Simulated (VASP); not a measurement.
Crystal: ZnCl4.

```
Zn Cl
1.0
     4.82138    0.00000    0.00000
    -2.41069    4.17544    0.00000
     0.00000    0.00000    7.79824
Zn Cl
1 4
Direct
  0.00000 0.00000 0.50000
  0.33333 0.66667 0.86645
  0.33333 0.66667 0.13355
  0.66667 0.33333 0.13355
  0.66667 0.33333 0.86645
```

| Property | Result |
| --- | --- |
| Program | VASP 6.6.1 |
| Task | relaxation of cell and atoms |
| Functional | PBE |
| Potentials or basis | VASP PAW PBE potentials, release 64 (Zn, Cl) |
| Cutoff | 600 eV |
| k mesh | 6 × 6 × 2 |
| Occupations | gaussian, width 0.1 eV |
| Spin | no spin polarisation |

At the start: pressure 6.2 GPa; volume 31.40 Å³/atom.

How do energy, volume and symmetry change on relaxing?

Over 9 steps the energy falls by 545.5 meV/atom and the volume is 60.67 Å³/atom (+93.2 %); space group P6/mmm (No. 191, to 0.05 Å).

The path:
| step | energy change (eV) | largest force (eV/Å) | pressure (GPa) | volume (Å³) |
| --- | --- | --- | --- | --- |
| 1 | 0.0000 | 0.0331 | 6.19 | 156.99 |
| 2 | -1.5518 | 1.0780 | 2.22 | 185.64 |
| 3 | -2.2379 | 0.9332 | 0.48 | 212.81 |
| 4 | -2.6751 | 0.6330 | -0.36 | 271.99 |
| 5 | -2.7014 | 0.5587 | -0.38 | 285.96 |
| 6 | -2.7139 | 0.4557 | -0.39 | 304.74 |
| 7 | -2.4319 | 2.8393 | 1.82 | 297.80 |
| 8 | -2.7273 | 0.0133 | -0.08 | 303.41 |
| 9 | -2.7273 | 0.0113 | -0.07 | 303.35 |

Final structure:
```
CELL_PARAMETERS angstrom
6.85011 0.00000 0.00000
-3.42505 5.93237 0.00000
0.00000 0.00000 7.46484
ATOMIC_POSITIONS crystal
Zn 0.00000 0.00000 0.50000
Cl 0.33333 0.66667 0.86637
Cl 0.33333 0.66667 0.13363
Cl 0.66667 0.33333 0.13363
Cl 0.66667 0.33333 0.86637
```

Caveat: the volume moved by over 15 % at a fixed basis, so the end points are rough.
